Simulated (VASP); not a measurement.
# AlN (I4/mmm) in VASP: a series of runs, part 2 of 2

VASP 6.6.1. Earlier steps stand in the parts before.

### 4 Electric field gradients, LDA (zz strain of -2 %)

INCAR reads:

```
ALGO = Normal
EDIFF = 1E-8
ENCUT = 520
GGA = CA
GGA_COMPAT = False
ISIF = 2
ISMEAR = -1
LASPH = True
LCHARG = False
LEFG = True
LREAL = False
LWAVE = False
NBANDS = 11
NELM = 120
PREC = Accurate
SIGMA = 0.02
```

KPOINTS reads:

```
k-points
0
Gamma
  10 10 10
```

POSCAR reads:

```
AlN
1.0
    0.0000000000      1.9780000000      1.9384400000
    1.9780000000      0.0000000000      1.9384400000
    1.9780000000      1.9780000000      0.0000000000
Al N
1 1
Direct
    0.0000000000      0.0000000000      0.0000000000
    0.5000000000      0.5000000000      0.5000000000
```

Potentials or basis: VASP PAW LDA potentials, release 64 (Al, N).

Run with:

```
> cat potpaw_LDA.64/Al/POTCAR potpaw_LDA.64/N/POTCAR > POTCAR
> mpirun -np 1 vasp_std > vasp.out
```

OUTCAR:

```text
EDIFF = 1E-8
   ENCUT = 520
   GGA = CA
   ISIF = 2
   ISMEAR = -1
   LASPH = True
   LREAL = False
   NELM = 120
   PREC = Accurate

 ion  position               nearest neighbor table
   1  0.000  0.000  0.000-   2 1.94   2 1.94   2 1.98   2 1.98   2 1.98   2 1.98
   2  0.500  0.500  0.500-   1 1.94   1 1.94   1 1.98   1 1.98   1 1.98   1 1.98

  LATTYP: Found a body centered tetragonal cell.
 ALAT       =     2.7973144264
 C/A-ratio  =     1.3859292911

  Lattice vectors:

 A1 = (   0.0000000000,  -1.9780000000,  -1.9384400000)
 A2 = (   0.0000000000,   1.9780000000,  -1.9384400000)
 A3 = (   1.9780000000,   0.0000000000,   1.9384400000)

Analysis of symmetry for initial positions (statically):
=====================================================================
 Subroutine PRICEL returns:
 Original cell was already a primitive cell.

 Routine SETGRP: Setting up the symmetry group for a
 body centered tetragonal supercell.

 Subroutine GETGRP returns: Found 16 space group operations
 (whereof 16 operations were pure point group operations)
 out of a pool of 16 trial point group operations.

The static configuration has the point symmetry D_4h.

Analysis of symmetry for dynamics (positions and initial velocities):
=====================================================================
 Subroutine PRICEL returns:
 Original cell was already a primitive cell.

 Routine SETGRP: Setting up the symmetry group for a
 body centered tetragonal supercell.

 Subroutine GETGRP returns: Found 16 space group operations
 (whereof 16 operations were pure point group operations)
 out of a pool of 16 trial point group operations.

The dynamic configuration has the point symmetry D_4h.

 Subroutine INISYM returns: Found 16 space group operations
 (whereof 16 operations are pure point group operations),
 and found     1 'primitive' translations

----------------------------------------------------------------------------------------

                                     Primitive cell

  volume of cell :      15.1682

  direct lattice vectors                    reciprocal lattice vectors
     0.000000000  1.978000000  1.938440000    -0.252780586  0.252780586  0.257939374
     1.978000000  0.000000000  1.938440000     0.252780586 -0.252780586  0.257939374
     1.978000000  1.978000000  0.000000000     0.252780586  0.252780586 -0.257939374

  length of vectors
     2.769482557  2.769482557  2.797314426     0.440827370  0.440827370  0.440827370

  position of ions in fractional coordinates (direct lattice)
     0.000000000  0.000000000  0.000000000
     0.500000000  0.500000000  0.500000000

  ion indices of the primitive-cell ions
   primitive index   ion index
                 1           1
                 2           2

----------------------------------------------------------------------------------------

 KPOINTS: k-points

Automatic generation of k-mesh.
 Grid dimensions read from file:
 generate k-points for:   10   10   10
[... 80 lines left out ...]
   EFERMI_NEDOS =   21; number of points for ismear=-14 and -15
   IALGO  =     38    algorithm
   IMIX   =      4    mixing-type and parameters
     AMIX     =   0.40;   BMIX     =  1.00
     AMIX_MAG =   1.60;   BMIX_MAG =  1.00
  volume/ion in A,a.u.               =       7.58        51.18
  Fermi-wavevector in a.u.,A,eV,Ry     =   1.322695  2.499532 23.803708  1.749523
  Thomas-Fermi vector in A             =   2.452358
   LORBIT       =      0    0 simple, 1 ext, 2 COOP (PROOUT), +10 PAW based schemes
   GGA     = CA    functional components
   LHFCALC =     F    Hartree Fock is set to
   AEXX    =    0.0000 exact exchange contribution
   IVDW    =     0    specifies the selected vdW correction
   LEPSILON=     F    determine dielectric tensor
   LRPA    =     F    only Hartree local field effects (RPA)
 non-spin polarized calculation
  energy-cutoff  :      520.00
  volume of cell :       15.17
 maximum number of plane-waves:       424
 NGX is ok and might be reduce to    24
   NGX = 11   NGY = 11   NGZ = 11

 number of electron       8.0000000 magnetization

 Free energy of the ion-electron system (eV)
  ---------------------------------------------------
  ext. energy  EPLUGINS =         0.00000000
  ---------------------------------------------------
  free energy    TOTEN  =       -16.16440611 eV

  energy without entropy =      -16.16440611  energy(sigma->0) =      -16.16440611

 E-fermi :  11.3863     XC(G=0): -12.9798

 val. band max:       10.9135601360   @ k =   0.0000   0.0000   0.0000
 cond. band min:      15.7550487264   @ k =   0.5000   0.5000   0.0000
 fundamental gap:      4.8414885904
 Fermi energy:        11.3863144534

 k-point     1 :       0.0000    0.0000    0.0000
  band No.  band energies     occupation
      1      -7.3497      2.00000
      2      10.7680      2.00000
      3      10.9136      2.00000
      4      10.9136      2.00000
      5      17.9212      0.00000
      6      23.0600      0.00000
      7      23.0600      0.00000
      8      23.3443      0.00000
      9      28.6206      0.00000
     10      28.7752      0.00000
     11      29.4982      0.00000
[... 309 lines left out ...]
 k-point    24 :       0.4000    0.3000    0.0000
  band No.  band energies     occupation
      1      -3.9125      2.00000
      2       4.7011      2.00000
      3       7.7627      2.00000
      4       8.2829      2.00000
      5      17.1097      0.00000
      6      18.1091      0.00000
      7      24.1109      0.00000
      8      27.1708      0.00000
      9      28.0848      0.00000
     10      33.3386      0.00000
     11      36.7357      0.00000

 [... further k-points ...]

------------------------ aborting loop because EDIFF is reached ----------------------------------------

  FORCE on cell =-STRESS in cart. coord.  units (eV):
  Direction    XX          YY          ZZ          XY          YZ          ZX
  --------------------------------------------------------------------------------------
  -------------------------------------------------------------------------------------
  Total        1.6383064      1.6383064      2.5158106      0.0000000      0.0000000      0.0000000
  in kB      173.0496746    173.0496746    265.7379527      0.0000000      0.0000000      0.0000000
  external PRESSURE =     203.9457673 kB  Pullay stress =       0.0000000 kB

 VOLUME and BASIS-vectors are now :
 -----------------------------------------------------------------------------
  energy-cutoff  :      520.00
  volume of cell :       15.17
      direct lattice vectors                 reciprocal lattice vectors
     0.000000000  1.978000000  1.938440000    -0.252780586  0.252780586  0.257939374
     1.978000000  0.000000000  1.938440000     0.252780586 -0.252780586  0.257939374
     1.978000000  1.978000000  0.000000000     0.252780586  0.252780586 -0.257939374

 POSITION                                       TOTAL-FORCE (eV/Angst)
 -----------------------------------------------------------------------------------
      0.00000      0.00000      0.00000        -0.000000      0.000000     -0.000000
      1.97800      1.97800      1.93844         0.000000     -0.000000      0.000000
 -----------------------------------------------------------------------------------
    total drift:                               -0.000000     -0.000000      0.000000

  FREE ENERGIE OF THE ION-ELECTRON SYSTEM (eV)
  ---------------------------------------------------
  free  energy   TOTEN  =       -16.1644061086 eV

  energy  without entropy=      -16.1644061086  energy(sigma->0) =      -16.16440611

 Electric field gradients (V/A^2)
---------------------------------------------------------------------
 ion       V_xx      V_yy      V_zz      V_xy      V_xz      V_yz
---------------------------------------------------------------------
   1       4.445     4.445    -8.889     0.000     0.000     0.000
   2       1.495     1.495    -2.989     0.000     0.000     0.000
---------------------------------------------------------------------

 Electric field gradients after diagonalization (V/A^2)
 (convention: |V_zz| > |V_xx| > |V_yy|)
----------------------------------------------------------------------
 ion       V_xx      V_yy      V_zz     asymmetry (V_yy - V_xx)/ V_zz
----------------------------------------------------------------------
   1       4.445     4.445    -8.889       0.000
   2       1.495     1.494    -2.989       0.000
----------------------------------------------------------------------

           NMR quadrupolar parameters

 Cq : quadrupolar parameter    Cq=e*Q*V_zz/h
 eta: asymmetry parameters     (V_yy - V_xx)/ V_zz
 Q  : nuclear electric quadrupole moment in mb (millibarn)
----------------------------------------------------------------------
 ion       Cq(MHz)       eta       Q (mb)
----------------------------------------------------------------------
   1      -0.021       0.000       1.000
   2      -0.007       0.000       1.000
----------------------------------------------------------------------
```

OSZICAR:

```text
N       E                     dE             d eps       ncg     rms          rms(c)
DAV:   1     0.757424933499E+01    0.75742E+01   -0.42008E+03  2364   0.634E+02
DAV:   2    -0.175940299985E+02   -0.25168E+02   -0.24290E+02  2712   0.130E+02
DAV:   3    -0.181497263715E+02   -0.55570E+00   -0.55485E+00  2722   0.167E+01
DAV:   4    -0.181513046119E+02   -0.15782E-02   -0.15782E-02  2478   0.108E+00
DAV:   5    -0.181513129638E+02   -0.83519E-05   -0.83517E-05  2707   0.722E-02    0.809E+00
DAV:   6    -0.162306248370E+02    0.19207E+01   -0.79318E+00  2379   0.151E+01    0.296E+00
DAV:   7    -0.161834285980E+02    0.47196E-01   -0.16447E-01  2568   0.272E+00    0.182E+00
DAV:   8    -0.161645133569E+02    0.18915E-01   -0.12324E-02  2361   0.103E+00    0.268E-01
DAV:   9    -0.161644061728E+02    0.10718E-03   -0.54179E-04  2589   0.136E-01    0.156E-01
DAV:  10    -0.161644064935E+02   -0.32064E-06   -0.19837E-05  2472   0.320E-02    0.239E-02
DAV:  11    -0.161644061169E+02    0.37655E-06   -0.70026E-07  2592   0.586E-03    0.456E-03
DAV:  12    -0.161644061086E+02    0.83392E-08   -0.40530E-08  2493   0.150E-03
   1 F= -.16164406E+02 E0= -.16164406E+02  d E =-.107206E-12
```

stdout:

```text
POSCAR found type information on POSCAR AlN
 POSCAR found :  2 types and       2 ions
 scaLAPACK will be used
 LDA part: xc-table for (Slater(with rela. corr.)+CA(PZ))
 , standard interpolation
 POSCAR, INCAR and KPOINTS ok, starting setup
 FFT: planning ... GRIDC
 FFT: planning ... GRID_SOFT
 FFT: planning ... GRID
 WAVECAR not read
 entering main loop
ion   1

ion   2
```

It took 33 s on 1 thread of AMD EPYC 7R13, shared host; peak memory 0.1 GiB.

Results:

| Property | Result |
| --- | --- |
| Free energy | -16.1644 eV |
| Pressure | 20.4 GPa |
| Band gap on the k mesh | 4.84 eV (least direct gap 7.01 eV) |
| Largest electric field gradient by atom | Al -8.9; N -3.0 V/Å² |

Levels at points of the mesh, in eV from the valence-band top:
| k point | band 2 | band 3 | band 4 | band 5 | band 6 | band 7 |
| --- | --- | --- | --- | --- | --- | --- |
| (0.00, 0.00, 0.00) | -0.15 | 0.00 | 0.00 | 7.01 | 12.15 | 12.15 |
| (0.50, 0.00, 0.00) | -8.96 | -1.35 | -1.26 | 6.62 | 11.22 | 11.74 |
| (0.50, 0.50, 0.00) | -7.98 | -3.20 | -3.20 | 4.84 | 5.13 | 15.08 |
| (0.50, 0.00, 0.50) | -8.09 | -3.16 | -2.90 | 5.05 | 5.34 | 14.82 |

Electric field gradients, principal values (V/Å²):
```
atom  least  middle  greatest (by size)
1 Al  4.445   4.445              -8.889
 2 N  1.494   1.495              -2.989
```

Caveat: the cell differs from its parent crystal (zz strain of -2 %); the cell stands under pressure; without QUAD_EFG the Cq values of the log hold for a quadrupole moment of 1 mb, not for the nuclei. A k mesh can miss the band edges.
